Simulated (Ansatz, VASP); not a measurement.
**Hf2Sc: VASP beside Ansatz**

```
CELL_PARAMETERS angstrom
4.99673 0.00000 0.00000
-2.49836 4.32729 0.00000
0.00000 0.00000 3.14200
ATOMIC_POSITIONS crystal
Hf 0.33333 0.66667 0.50000
Hf 0.66667 0.33333 0.50000
Sc 0.00000 0.00000 0.00000
```

Alike in both runs: functional PBE; k mesh 6 × 6 × 6; occupations gaussian, width 0.1 eV; no spin polarisation.

Ansatz relaxed the structure, and its values are those at the end. VASP's run is a single point on that final structure, the one shown.

|  | VASP | Ansatz |
| --- | --- | --- |
| version | VASP 6.6.1 | Ansatz 0.2.0 |
| potentials or method | VASP PAW PBE potentials, release 64 (Hf_pv, Sc_sv), cutoff 520 eV | scalar-relativistic, plane waves, PAW |
| valence electrons in the cell | 31 | 63 |

|  | VASP | Ansatz | Ansatz less VASP |
| --- | --- | --- | --- |
| gap on the k mesh at the Fermi level (eV) | none | none | - |
| pressure (GPa) | -0.2 | 0.0 | +0.18 |

A gap of «none» marks a metal or a gap that the smearing closes. VASP's potentials hold 31 valence electrons a cell and Ansatz's 63, so a difference there can come from the potentials and not from the codes.

Spin-orbit coupling is off throughout.
